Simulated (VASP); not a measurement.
# MnF2 (P4_2/mnm) in VASP: further runs

The runs below take MnF2 through single point, with revPBE.

Program: VASP 6.6.1. These are calculated values, not measurements. Logs are shortened: lines on timing, memory, paths and dates and some standing lists are left out, and cuts for length are marked.

### Step 1. The cell of the first run

Symmetry: P4_2/mnm, No. 136, tetragonal system. The conventional cell has a = 4.938 Å, b = 4.938 Å, c = 3.354 Å, α = 90.00°, β = 90.00°, γ = 90.00°. Within 2.8 Å of Mn (site symmetry mmm) lie 6 F at 2.13 to 2.16 Å. Within 2.8 Å of F (site symmetry m2m) lie 3 Mn at 2.13 to 2.16 Å and 1 F at 2.72 Å.

### Step 2. Single point, revPBE, collinear spin, ferromagnetic start

The input, INCAR:

```
ALGO = Normal ; EDIFF = 1E-6
ENCUT = 520 ; GGA = RE
ISIF = 2 ; ISMEAR = 0
ISPIN = 2 ; LASPH = True
LCHARG = True ; LELF = True
LMAXMIX = 4 ; LORBIT = 11
LREAL = False ; LVHAR = True
LWAVE = False ; MAGMOM = 5.2 5.2 0 0 0 0
NBANDS = 40 ; NELM = 150
PREC = Accurate ; SIGMA = 0.2
```

The input, KPOINTS:

```
k-points
0
Gamma
  5 5 7
```

The input, POSCAR:

```
MnF2
1.0
    4.9379363023      0.0000000000      0.0000000000
    0.0000000000      4.9379363023      0.0000000000
    0.0000000000      0.0000000000      3.3542668382
Mn F
2 4
Direct
    0.0000000000      0.0000000000      0.0000000000
    0.5000000000      0.5000000000      0.5000000000
    0.3053000000      0.3053000000      0.0000000000
    0.1947000000      0.8053000000      0.5000000000
    0.6947000000      0.6947000000      0.0000000000
    0.8053000000      0.1947000000      0.5000000000
```

Potentials or basis: VASP PAW PBE potentials, release 64 (Mn_pv, F).

Command:

```
> cat potpaw_PBE.64/Mn_pv/POTCAR potpaw_PBE.64/F/POTCAR > POTCAR
> mpirun -np 1 vasp_std > vasp.out
```

OUTCAR:

```text
EDIFF = 1E-6
   ENCUT = 520
   GGA = RE
   ISIF = 2
   ISMEAR = 0
   ISPIN = 2
   LASPH = True
   LORBIT = 11
   LREAL = False
   NELM = 150
   PREC = Accurate

 ion  position               nearest neighbor table
   1  0.000  0.000  0.000-   3 2.13   5 2.13   4 2.16   6 2.16   4 2.16   6 2.16
   2  0.500  0.500  0.500-   4 2.13   6 2.13   5 2.16   3 2.16   3 2.16   5 2.16
   3  0.305  0.305  0.000-   1 2.13   2 2.16   2 2.16
   4  0.195  0.805  0.500-   2 2.13   1 2.16   1 2.16
   5  0.695  0.695  0.000-   1 2.13   2 2.16   2 2.16
   6  0.805  0.195  0.500-   2 2.13   1 2.16   1 2.16

  LATTYP: Found a simple tetragonal cell.
 ALAT       =     4.9379363023
 C/A-ratio  =     0.6792851574

  Lattice vectors:

 A1 = (   4.9379363023,   0.0000000000,   0.0000000000)
 A2 = (   0.0000000000,   4.9379363023,   0.0000000000)
 A3 = (   0.0000000000,   0.0000000000,   3.3542668382)

Analysis of symmetry for initial positions (statically):
=====================================================================
 Subroutine PRICEL returns:
 Original cell was already a primitive cell.

 Routine SETGRP: Setting up the symmetry group for a
 simple tetragonal supercell.

 Subroutine GETGRP returns: Found 16 space group operations
 (whereof  8 operations were pure point group operations)
 out of a pool of 16 trial point group operations.

The static configuration has the point symmetry D_2h.
 The point group associated with its full space group is D_4h.

Analysis of symmetry for dynamics (positions and initial velocities):
=====================================================================
 Subroutine PRICEL returns:
 Original cell was already a primitive cell.

 Routine SETGRP: Setting up the symmetry group for a
 simple tetragonal supercell.

 Subroutine GETGRP returns: Found 16 space group operations
 (whereof  8 operations were pure point group operations)
 out of a pool of 16 trial point group operations.

The dynamic configuration has the point symmetry D_2h.
 The point group associated with its full space group is D_4h.

Analysis of structural, dynamic, and magnetic symmetry:
=====================================================================
 Subroutine PRICEL returns:
 Original cell was already a primitive cell.

 Routine SETGRP: Setting up the symmetry group for a
 simple tetragonal supercell.

 Subroutine GETGRP returns: Found 16 space group operations
 (whereof  8 operations were pure point group operations)
 out of a pool of 16 trial point group operations.

The overall configuration has the point symmetry D_2h.
 The point group associated with its full space group is D_4h.

 Subroutine INISYM returns: Found 16 space group operations
 (whereof  8 operations are pure point group operations),
 and found     1 'primitive' translations

----------------------------------------------------------------------------------------

                                     Primitive cell

  volume of cell :      81.7878

  direct lattice vectors                    reciprocal lattice vectors
     4.937936302  0.000000000  0.000000000     0.202513750  0.000000000  0.000000000
     0.000000000  4.937936302  0.000000000     0.000000000  0.202513750  0.000000000
     0.000000000  0.000000000  3.354266838     0.000000000  0.000000000  0.298127742

  length of vectors
     4.937936302  4.937936302  3.354266838     0.202513750  0.202513750  0.298127742

  position of ions in fractional coordinates (direct lattice)
     0.000000000  0.000000000  0.000000000
     0.500000000  0.500000000  0.500000000
     0.305300000  0.305300000  0.000000000
     0.194700000  0.805300000  0.500000000
     0.694700000  0.694700000  0.000000000
     0.805300000  0.194700000  0.500000000

  ion indices of the primitive-cell ions
   primitive index   ion index
                 1           1
                 2           2
                 3           3
                 4           4
                 5           5
                 6           6

----------------------------------------------------------------------------------------

 KPOINTS: k-points

[... 47 lines left out ...]
  0.400000  0.400000  0.428571      8.000000
   k-points           NKPTS =     24   k-points in BZ     NKDIM =     24   number of bands    NBANDS=     40
   number of dos      NEDOS =    301   number of ions     NIONS =      6
   total plane-waves  NPLWV =  44800
   dimension x,y,z NGX =    40 NGY =   40 NGZ =   28
   dimension x,y,z NGXF=    80 NGYF=   80 NGZF=   56
   ions per type =               2   4
   NGX,Y,Z   is equivalent  to a cutoff of  13.47, 13.47, 13.88 a.u.
   NGXF,Y,Z  is equivalent  to a cutoff of  26.93, 26.93, 27.76 a.u.
 SYSTEM =  unknown system
   PREC   = accura    normal or accurate (medium, high low for compatibility)
   ISTART =      0    job   : 0-new  1-cont  2-samecut
   ICHARG =      2    charge: 1-file 2-atom 10-const
   ISPIN  =      2    spin polarized calculation?
   LNONCOLLINEAR =      F non collinear calculations
   LSORBIT =      F    spin-orbit coupling
   LASPH  =      T    aspherical Exc in radial PAW
   ENCUT  =  520.0 eV  38.22 Ry    6.18 a.u.   9.18  9.18  6.24*2*pi/ulx,y,z
   NELM   =    150;   NELMIN=  2; NELMDL= -5     # of ELM steps
   EDIFF  = 0.1E-05   stopping-criterion for ELM
   LREAL  =      F    real-space projection
   EDIFFG = 0.1E-04   stopping-criterion for IOM
   NSW    =      0    number of steps for IOM
   IBRION =     -1    ionic relax: 0-MD 1-quasi-New 2-CG
   NFREE  =      0    steps in history (QN), initial steepest desc. (CG)
   ISIF   =      2    stress and relaxation
   ISYM   =      2    0-nonsym 1-usesym 2-fastsym
   POTIM  = 0.5000    time-step for ionic-motion
   TEBEG  =    0.0;   TEEND  =   0.0 temperature during run
   PSTRESS=    0.0 pullay stress
   NELECT =      54.0000    total number of electrons
   NUPDOWN=      -1.0000    fix difference up-down
   EMIN   =  10.00;   EMAX   =-10.00  energy-range for DOS
   EFERMI =   0.00;   METHOD = LEGACY
   ISMEAR =     0;   SIGMA  =   0.20  broadening in eV -4-tet -1-fermi 0-gaus
   EFERMI_NEDOS =   21; number of points for ismear=-14 and -15
   IALGO  =     38    algorithm
   IMIX   =      4    mixing-type and parameters
     AMIX     =   0.40;   BMIX     =  1.00
     AMIX_MAG =   1.60;   BMIX_MAG =  1.00
  volume/ion in A,a.u.               =      13.63        91.99
  Fermi-wavevector in a.u.,A,eV,Ry     =   1.425531  2.693862 27.648911  2.032138
  Thomas-Fermi vector in A             =   2.545905
   LORBIT       =     11    0 simple, 1 ext, 2 COOP (PROOUT), +10 PAW based schemes
   GGA     = RE    functional components
   LHFCALC =     F    Hartree Fock is set to
   AEXX    =    0.0000 exact exchange contribution
   IVDW    =     0    specifies the selected vdW correction
   LEPSILON=     F    determine dielectric tensor
   LRPA    =     F    only Hartree local field effects (RPA)
 spin polarized calculation
 Gauss-broadening in eV      SIGMA  =   0.20
  energy-cutoff  :      520.00
  volume of cell :       81.79
 maximum number of plane-waves:      2224
 NGX is ok and might be reduce to    40
   NGX = 19   NGY = 19   NGZ = 13

 number of electron      54.0000043 magnetization       9.9999960

 number of electron      54.0000043 magnetization      10.0000005

 Free energy of the ion-electron system (eV)
  ---------------------------------------------------
  ext. energy  EPLUGINS =         0.00000000
  ---------------------------------------------------
  free energy    TOTEN  =       -37.97215382 eV

  energy without entropy =      -37.97215382  energy(sigma->0) =      -37.97215382

 E-fermi :   3.6719     XC(G=0):  -9.2223

 val. band max:        2.9826369353   @ k =   0.0000   0.0000   0.0000
 cond. band min:       4.3605857637   @ k =   0.0000   0.0000   0.0000
 fundamental gap:      1.3779488284
 Fermi energy:         3.6719431428

 spin component 1

 k-point     1 :       0.0000    0.0000    0.0000
  band No.  band energies     occupation
      1     -47.1493      1.00000
      2     -47.1493      1.00000
      3     -47.0895      1.00000
      4     -47.0895      1.00000
      5     -47.0835      1.00000
      6     -47.0820      1.00000
[... 997 lines left out ...]
     38      12.4141      0.00000
     39      12.4772      0.00000
 Fermi energy:         3.6719431428

 spin component 2

 k-point     1 :       0.0000    0.0000    0.0000
  band No.  band energies     occupation
      1     -42.1379      1.00000
      2     -42.1379      1.00000
      3     -42.0666      1.00000
      4     -42.0666      1.00000
      5     -42.0557      1.00000
      6     -42.0535      1.00000
[... 997 lines left out ...]
     38      13.1500      0.00000
     39      13.4148      0.00000
 [bands above 39 left out]

------------------------ aborting loop because EDIFF is reached ----------------------------------------

  FORCE on cell =-STRESS in cart. coord.  units (eV):
  Direction    XX          YY          ZZ          XY          YZ          ZX
  --------------------------------------------------------------------------------------
  -------------------------------------------------------------------------------------
  Total        1.5569237      1.5569237      1.5052878      0.0000000      0.0000000      0.0000000
  in kB       30.4992624     30.4992624     29.4877431      0.0000000      0.0000000      0.0000000
  external PRESSURE =      30.1620893 kB  Pullay stress =       0.0000000 kB

 VOLUME and BASIS-vectors are now :
 -----------------------------------------------------------------------------
  energy-cutoff  :      520.00
  volume of cell :       81.79
      direct lattice vectors                 reciprocal lattice vectors
     4.937936302  0.000000000  0.000000000     0.202513750  0.000000000  0.000000000
     0.000000000  4.937936302  0.000000000     0.000000000  0.202513750  0.000000000
     0.000000000  0.000000000  3.354266838     0.000000000  0.000000000  0.298127742

 POSITION                                       TOTAL-FORCE (eV/Angst)
 -----------------------------------------------------------------------------------
      0.00000      0.00000      0.00000         0.000000      0.000000      0.000000
      2.46897      2.46897      1.67713         0.000000      0.000000      0.000000
      1.50755      1.50755      0.00000        -0.016876     -0.016876      0.000000
      0.96142      3.97652      1.67713         0.016876     -0.016876      0.000000
      3.43038      3.43038      0.00000         0.016876      0.016876      0.000000
      3.97652      0.96142      1.67713        -0.016876      0.016876      0.000000
 -----------------------------------------------------------------------------------
    total drift:                               -0.000000     -0.000000     -0.000000

  FREE ENERGIE OF THE ION-ELECTRON SYSTEM (eV)
  ---------------------------------------------------
  free  energy   TOTEN  =       -37.9721538238 eV

  energy  without entropy=      -37.9721538191  energy(sigma->0) =      -37.97215382

 total charge

# of ion       s       p       d       tot
------------------------------------------
    1        0.154   6.132   4.932  11.218
    2        0.154   6.132   4.932  11.218
    3        1.737   4.372   0.000   6.109
    4        1.737   4.372   0.000   6.109
    5        1.737   4.372   0.000   6.109
    6        1.737   4.372   0.000   6.109
--------------------------------------------------
tot          7.257  29.751   9.864  46.872

 magnetization (x)

# of ion       s       p       d       tot
------------------------------------------
    1        0.024   0.022   4.561   4.607
    2        0.024   0.022   4.561   4.607
    3        0.008   0.073   0.000   0.081
    4        0.008   0.073   0.000   0.081
    5        0.008   0.073   0.000   0.081
    6        0.008   0.073   0.000   0.081
--------------------------------------------------
tot          0.080   0.334   9.121   9.536
```

Run time: 92 s. Hardware: 1 thread of Intel Xeon Platinum 8488C (Sapphire Rapids), shared host; peak memory 0.3 GiB.

What came out:

| Quantity | Value |
| --- | --- |
| Free energy | -37.9722 eV |
| Pressure | 3.0 GPa |
| Largest force | 0.024 eV/Å |
| Band gap on the k mesh | 1.38 eV |
| Net moment | 10.00 μB per cell |
| Site moments | Mn +4.61; F +0.08 μB |
| Valence electrons inside the program's atomic spheres | Mn 11.22; F 6.11 |

Forces in eV/Å, atoms in the order of the input:
```
Mn   0.000  0.000  0.000
Mn   0.000  0.000  0.000
F   -0.017 -0.017  0.000
F    0.017 -0.017  0.000
F    0.017  0.017  0.000
F   -0.017  0.017  0.000
```

Stress tensor (GPa, compression positive):
```
3.05 0.00 0.00
0.00 3.05 0.00
0.00 0.00 2.95
```

Levels at points of the mesh, in eV from the valence-band top:
Spin up:
```tsv
k point	band 29	band 30	band 31	band 32	band 33	band 34	band 35	band 36
(0.00, 0.00, 0.00)	-1.50	-0.53	-0.53	0.00	1.38	6.76	6.76	7.69
```
Spin down:
```
           k point  band 20  band 21  band 22  band 23  band 24  band 25
(0.00, 0.00, 0.00)    -4.33    -4.33    -4.05     2.06     2.07     2.41
```

Caveat: the cell stands under pressure; the PAW data sets were made with another functional, which shifts forces and pressure a little; an odd mesh through Γ misses points on the zone boundary, where band edges can lie; only a ferromagnetic start was run, and an antiferromagnetic order may lie lower in energy. Expect the measured gap to be larger: semilocal functionals such as revPBE lack the derivative discontinuity.

### Step 3. Single point, revPBE, collinear spin, ferromagnetic start

This run uses another cell than the first one, of 14.02 Å³/atom.

The input, INCAR:

```
SYSTEM = MnF2
  ALGO = Normal
  EDIFF = 1E-6
  ENCUT = 520
  GGA = RE
  ISIF = 2
  ISMEAR = 0
  ISPIN = 2
  LASPH = .True.
  LCHARG = .False.
  LMAXMIX = 4
  LORBIT = 11
  LREAL = .False.
  LWAVE = .False.
  MAGMOM = 5.2 5.2 0 0 0 0
  NBANDS = 40
  NELM = 150
  PREC = Accurate
  SIGMA = 0.2
```

The input, KPOINTS:

```
k-points
0
Gamma
  5 5 7
  0 0 0
```

POSCAR, as its differences from that of step 2:

```diff
@@ -2,5 +2,5 @@
 1.0
-    4.9379363023      0.0000000000      0.0000000000
-    0.0000000000      4.9379363023      0.0000000000
-    0.0000000000      0.0000000000      3.3542668382
+    4.9849670977      0.0000000000      0.0000000000
+    0.0000000000      4.9849670977      0.0000000000
+    0.0000000000      0.0000000000      3.3862141594
 Mn F
```

Potentials or basis: VASP PAW PBE potentials, release 64 (Mn_pv, F).

Command:

```
> cat potpaw_PBE.64/Mn_pv/POTCAR potpaw_PBE.64/F/POTCAR > POTCAR
> mpirun -np 1 vasp_std > vasp.out
```

It took 92 s on 1 thread of Intel Xeon Platinum 8488C (Sapphire Rapids), shared host; peak memory 0.3 GiB.

Results (log left out):

- Free energy: -38.0026 eV
- Pressure: 0.5 GPa
- Largest force: 0.005 eV/Å
- Band gap on the k mesh: 1.43 eV
- Net moment: 10.00 μB per cell
- Site moments: Mn +4.61; F +0.08 μB
- Valence electrons inside the program's atomic spheres: Mn 11.19; F 6.10

Forces on the atoms (eV/Å):
```
Mn   0.000  0.000  0.000
Mn   0.000  0.000  0.000
F    0.003  0.003  0.000
F   -0.003  0.003  0.000
F   -0.003 -0.003  0.000
F    0.003 -0.003  0.000
```

Stress tensor (GPa, compression positive):
```
0.72 0.00 0.00
0.00 0.72 0.00
0.00 0.00 0.06
```

Levels at points of the mesh, in eV from the valence-band top:
Spin up:
```csv
k point,band 29,band 30,band 31,band 32,band 33,band 34,band 35,band 36
"(0.00, 0.00, 0.00)",-1.45,-0.51,-0.51,0.00,1.43,6.81,6.81,7.56
```
Spin down:
```
           k point  band 19  band 20  band 21  band 22  band 23  band 24  band 25  band 26
(0.00, 0.00, 0.00)    -4.48    -4.10    -4.10    -3.82     2.17     2.18     2.50     2.57
```

Caveat: the PAW data sets were made with another functional, which shifts forces and pressure a little; an odd mesh through Γ misses points on the zone boundary, where band edges can lie; only a ferromagnetic start was run, and an antiferromagnetic order may lie lower in energy.
